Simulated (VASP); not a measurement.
# SnSe (P6_3/mmc) in VASP: a series of runs, part 2 of 2

VASP 6.6.1. The steps go on from the part before.

## Step 4: Single point, PBE (volume changed by -3%)

Contents of INCAR:

```
ALGO = Normal
EDIFF = 1E-6
ENCUT = 500
GGA = PE
GGA_COMPAT = False
ISIF = 2
ISMEAR = 0
LASPH = True
LCHARG = False
LREAL = False
LWAVE = False
NBANDS = 28
NELM = 120
PREC = Accurate
SIGMA = 0.01
```

Contents of KPOINTS:

```
k-points
0
Gamma
  6 6 4
```

Contents of POSCAR:

```
SnSe
1.0
    5.0482064870      0.0000000000      0.0000000000
   -2.5241032435      4.3718750613      0.0000000000
    0.0000000000      0.0000000000      6.0626597137
Sn Se
2 2
Direct
    0.3333333333      0.6666666667      0.2500000000
    0.6666666667      0.3333333333      0.7500000000
    0.6666666667      0.3333333333      0.2500000000
    0.3333333333      0.6666666667      0.7500000000
```

Command:

```
$ cat potpaw_PBE.64/Sn_d/POTCAR potpaw_PBE.64/Se/POTCAR > POTCAR
$ mpirun -np 1 vasp_std > vasp.out
```

Wall time 61 s (1 thread of Intel Xeon Platinum 8259CL at 2.50GHz (Skylake/Cascade Lake), shared host); peak memory 0.29 GiB.

It converged, with:

* Free energy: -16.0041 eV
* Pressure: 1.2 GPa
* Band gap on the k mesh: 0.39 eV, direct

Levels at points of the mesh, in eV from the valence-band top:
```csv
k point,band 18,band 19,band 20,band 21,band 22,band 23
"(0.00, 0.00, 0.00)",-2.62,-2.62,-2.51,0.83,0.83,2.40
"(0.50, 0.00, 0.00)",-2.99,-2.61,-1.02,2.00,2.74,3.28
"(0.00, 0.00, 0.50)",-3.31,-1.80,-1.80,1.26,1.26,1.26
"(0.50, 0.00, 0.50)",-2.61,-0.96,-0.96,0.61,0.61,2.42
```

Caveat: the cell differs from its parent crystal (volume changed by -3%); spin-orbit coupling is left out, which moves the levels of the heavy elements.

## Step 5: Single point, PBE

This run uses another cell than the first one, of 33.73 Å³/atom, 0.943 times its volume.

Contents of INCAR:

```
PREC = Accurate
ENCUT = 500
EDIFF = 1E-6
ISMEAR = 0
SIGMA = 0.01
LREAL = F
LASPH = T
NELM = 120
ALGO = Normal
ISIF = 2
LWAVE = F
LCHARG = F
GGA = PE
NBANDS = 28
GGA_COMPAT = F
```

Contents of KPOINTS:

```
regular mesh
0
Gamma
  6 6 4
```

Contents of POSCAR:

```
SnSe
1.0
    5.0644551551      0.0000000000      0.0000000000
   -2.5322275776      4.3859468206      0.0000000000
    0.0000000000      0.0000000000      6.0733872729
Sn Se
2 2
Direct
    0.3333333333      0.6666666667      0.2500000000
    0.6666666667      0.3333333333      0.7500000000
    0.6666666667      0.3333333333      0.2500000000
    0.3333333333      0.6666666667      0.7500000000
```

Command:

```
$ cat potpaw_PBE.64/Sn_d/POTCAR potpaw_PBE.64/Se/POTCAR > POTCAR
$ mpirun -np 1 vasp_std > vasp.out
```

It took 67 s on 1 thread of Intel Xeon Platinum 8259CL at 2.50GHz (Skylake/Cascade Lake), shared host; peak memory 0.28 GiB.

The run converged. Its results:

* Free energy: -16.0113 eV
* Pressure: 0.9 GPa
* Band gap on the k mesh: 0.41 eV, direct

Stress tensor (GPa, compression positive):
```
0.82 0.00 0.00
0.00 0.82 0.00
0.00 0.00 0.99
```

Levels at points of the mesh, in eV from the valence-band top:
```csv
k point,band 18,band 19,band 20,band 21,band 22,band 23
"(0.00, 0.00, 0.00)",-2.57,-2.57,-2.47,0.86,0.86,2.41
"(0.50, 0.00, 0.00)",-2.93,-2.58,-1.00,1.99,2.73,3.27
"(0.00, 0.00, 0.50)",-3.26,-1.77,-1.77,1.28,1.28,1.28
"(0.50, 0.00, 0.50)",-2.57,-0.94,-0.94,0.63,0.63,2.41
```

Caveat: spin-orbit coupling is left out, which moves the levels of the heavy elements. A k mesh can miss the band edges.

## Step 6: Single point, PBE

This run uses another cell than the first one, of 34.49 Å³/atom, 0.965 times its volume.

Contents of INCAR:

```
SYSTEM = SnSe
ALGO = Normal
EDIFF = 1E-6
ENCUT = 500
GGA = PE
GGA_COMPAT = .FALSE.
ISIF = 2
ISMEAR = 0
LASPH = .TRUE.
LCHARG = .TRUE.
LELF = .TRUE.
LREAL = .FALSE.
LVHAR = .TRUE.
LWAVE = .FALSE.
NBANDS = 28
NELM = 120
PREC = Accurate
SIGMA = 0.01
```

Contents of KPOINTS:

```
k-points
0
G
  6 6 4
  0 0 0
```

Contents of POSCAR:

```
SnSe
1.0
    5.0997223561      0.0000000000      0.0000000000
   -2.5498611781      4.4164891127      0.0000000000
    0.0000000000      0.0000000000      6.1245278614
Sn Se
2 2
Direct
    0.3333333333      0.6666666667      0.2500000000
    0.6666666667      0.3333333333      0.7500000000
    0.6666666667      0.3333333333      0.2500000000
    0.3333333333      0.6666666667      0.7500000000
```

Potentials or basis: VASP PAW PBE potentials, release 64 (Sn_d, Se).

Command:

```
$ cat potpaw_PBE.64/Sn_d/POTCAR potpaw_PBE.64/Se/POTCAR > POTCAR
$ mpirun -np 1 vasp_std > vasp.out
```

OUTCAR:

```text
SYSTEM = SnSe
   EDIFF = 1E-6
   ENCUT = 500
   GGA = PE
   ISIF = 2
   ISMEAR = 0
   LASPH = .TRUE.
   LREAL = .FALSE.
   NELM = 120
   PREC = Accurate

 ion  position               nearest neighbor table
   1  0.333  0.667  0.250-   3 2.94   3 2.94   3 2.94   4 3.06   4 3.06
   2  0.667  0.333  0.750-   4 2.94   4 2.94   4 2.94   3 3.06   3 3.06
   3  0.667  0.333  0.250-   1 2.94   1 2.94   1 2.94   2 3.06   2 3.06
   4  0.333  0.667  0.750-   2 2.94   2 2.94   2 2.94   1 3.06   1 3.06

  LATTYP: Found a hexagonal cell.
 ALAT       =     5.0997223561
 C/A-ratio  =     1.2009531958

  Lattice vectors:

 A1 = (   5.0997223561,   0.0000000000,   0.0000000000)
 A2 = (  -2.5498611781,   4.4164891127,   0.0000000000)
 A3 = (   0.0000000000,   0.0000000000,   6.1245278614)

Analysis of symmetry for initial positions (statically):
=====================================================================
 Subroutine PRICEL returns:
 Original cell was already a primitive cell.

 Routine SETGRP: Setting up the symmetry group for a
[... 167 lines left out ...]
  free energy    TOTEN  =       -16.02010699 eV

  energy without entropy =      -16.02010699  energy(sigma->0) =      -16.02010699

 E-fermi :   3.9150     XC(G=0):  -8.2682

 val. band max:        3.8414238872   @ k =   0.3333   0.3333   0.5000
 cond. band min:       4.2992962688   @ k =   0.3333   0.3333   0.5000
 fundamental gap:      0.4578723816
 Fermi energy:         3.9149789434

 k-point     1 :       0.0000    0.0000    0.0000
  band No.  band energies     occupation
      1     -18.0767      2.00000
      2     -18.0628      2.00000
      3     -18.0628      2.00000
      4     -18.0626      2.00000
      5     -18.0626      2.00000
      6     -18.0624      2.00000
[... 640 lines left out ...]
     27       9.4637      0.00000
     28       9.4637      0.00000

------------------------ aborting loop because EDIFF is reached ----------------------------------------

  FORCE on cell =-STRESS in cart. coord.  units (eV):
  Direction    XX          YY          ZZ          XY          YZ          ZX
  --------------------------------------------------------------------------------------
  -------------------------------------------------------------------------------------
  Total        0.0091065      0.0091065      0.0019793     -0.0000000      0.0000000      0.0000000
  in kB        0.1057713      0.1057713      0.0229894     -0.0000000      0.0000000      0.0000000
  external PRESSURE =       0.0781774 kB  Pullay stress =       0.0000000 kB

 VOLUME and BASIS-vectors are now :
 -----------------------------------------------------------------------------
  energy-cutoff  :      500.00
  volume of cell :      137.94
      direct lattice vectors                 reciprocal lattice vectors
     5.099722356  0.000000000  0.000000000     0.196089106  0.113212098  0.000000000
    -2.549861178  4.416489113  0.000000000     0.000000000  0.226424197  0.000000000
     0.000000000  0.000000000  6.124527861     0.000000000  0.000000000  0.163277892

 POSITION                                       TOTAL-FORCE (eV/Angst)
 -----------------------------------------------------------------------------------
     -0.00000      2.94433      1.53113        -0.000000      0.000000      0.000000
      2.54986      1.47216      4.59340         0.000000     -0.000000      0.000000
      2.54986      1.47216      1.53113        -0.000000      0.000000      0.000000
     -0.00000      2.94433      4.59340         0.000000     -0.000000      0.000000
 -----------------------------------------------------------------------------------
    total drift:                               -0.000000      0.000000     -0.000000

  FREE ENERGIE OF THE ION-ELECTRON SYSTEM (eV)
  ---------------------------------------------------
  free  energy   TOTEN  =       -16.0201069895 eV

  energy  without entropy=      -16.0201069895  energy(sigma->0) =      -16.02010699
```

Run time: 63 s. Hardware: 1 thread of Intel Xeon Platinum 8259CL at 2.50GHz (Skylake/Cascade Lake), shared host; peak memory 0.29 GiB.

Results:

* Free energy: -16.0201 eV
* Pressure: 0.0 GPa
* Band gap on the k mesh: 0.46 eV, direct

Levels at points of the mesh, in eV from the valence-band top:
```
           k point  band 16  band 17  band 18  band 19  band 20  band 21  band 22  band 23  band 24  band 25
(0.00, 0.00, 0.00)    -3.72    -3.72    -2.46    -2.46    -2.35     0.94     0.94     2.44     2.44     3.99
(0.50, 0.00, 0.00)    -4.32    -3.46    -2.81    -2.47    -0.96     2.01     2.72     3.28     3.51     4.40
(0.00, 0.00, 0.50)    -3.13    -3.13    -3.13    -1.70    -1.70     1.36     1.36     1.36     1.36     1.71
(0.50, 0.00, 0.50)    -3.66    -2.44    -2.44    -0.90    -0.90     0.68     0.68     2.41     2.41     3.53
```

Caveat: spin-orbit coupling is left out, which moves the levels of the heavy elements.

## Step 7: The runs side by side

| level | cell | cutoff (eV) | gap on the mesh (eV) | pressure (GPa) |
| --- | --- | --- | --- | --- |
| r2SCAN | a = 5.164, b = 5.164, c = 6.193 Å, angles 90.0, 90.0, 120.0°, 4 atoms | 550 | 0.71 | -2.1 |
| PBE | a = 4.996, b = 4.996, c = 6.000 Å, angles 90.0, 90.0, 120.0°, 4 atoms | 500 | 0.31 | 2.6 |
| PBE | a = 5.048, b = 5.048, c = 6.063 Å, angles 90.0, 90.0, 120.0°, 4 atoms | 500 | 0.39 | 1.2 |
| PBE | a = 5.064, b = 5.064, c = 6.073 Å, angles 90.0, 90.0, 120.0°, 4 atoms | 500 | 0.41 | 0.9 |
| PBE | a = 5.100, b = 5.100, c = 6.125 Å, angles 90.0, 90.0, 120.0°, 4 atoms | 500 | 0.46 | 0.0 |

Alike in all rows: task single point; potentials or basis VASP PAW PBE potentials, release 64 (Sn_d, Se); no spin polarisation; k mesh 6 × 6 × 4; smearing gaussian 0.01 eV.

Caveats: spin-orbit coupling is left out, which moves the levels of the heavy elements; the PAW data sets were made with another functional, which shifts forces and pressure a little (some runs).

Total energies depend on the potentials used, so only differences within one code and one set of settings carry meaning.
